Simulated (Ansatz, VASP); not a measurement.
# One calculation of BP, two programs

File INCAR:

```
PREC = Accurate
ENCUT = 520
EDIFF = 1E-6
ISMEAR = 0
SIGMA = 0.01
LREAL = False
LASPH = True
NELM = 80
ALGO = Normal
ISIF = 2
LWAVE = False
LCHARG = True
GGA = PE
LELF = True
LVHAR = True
NBANDS = 11
```

File KPOINTS:

```
regular mesh
0
Gamma
  8 8 8
```

File POSCAR:

```
BP
1.0
    0.0000000000      2.2967370773      2.2967370773
    2.2967370773      0.0000000000      2.2967370773
    2.2967370773      2.2967370773      0.0000000000
B P
1 1
Direct
    0.0000000000      0.0000000000      0.0000000000
    0.2500000000      0.2500000000      0.2500000000
```

Input for Ansatz:

```yaml
crystal:
  lattice:
    - [0.0, 2.2967370773, 2.2967370773]
    - [2.2967370773, 0.0, 2.2967370773]
    - [2.2967370773, 2.2967370773, 0.0]
  atoms:
    - { symbol: B, position: [0.0, 0.0, 0.0] }
    - { symbol: P, position: [0.25, 0.25, 0.25] }
kpoints:
  mp_grid: { grid: [8, 8, 8] }
hamiltonian:
  xc: pbe
scf:
  occupations: { method: fixed }
  n_extra_bands: 4
output:
  forces: true
  stress: true
  eigenvalues: true
```

Alike in both runs: task single point; functional PBE; k mesh 8 × 8 × 8; no spin polarisation.

|  | VASP | Ansatz |
| --- | --- | --- |
| version | VASP 6.6.1 | Ansatz 0.2.0 |
| potentials or method | VASP PAW PBE potentials, release 64 (B, P) | plane waves, PAW |
| plane-wave cutoff (eV) | 520 | 420 |
| occupations | gaussian, width 0.01 eV | fixed |
| valence electrons in the cell | 8 | 8 |

VASP gave:

* gap on the k mesh at the Fermi level (eV): 1.31
* pressure (GPa): -4.7

Task: Estimate Ansatz's values.

Result: gap on the k mesh at the Fermi level (eV): 1.32; pressure (GPa): -4.5.
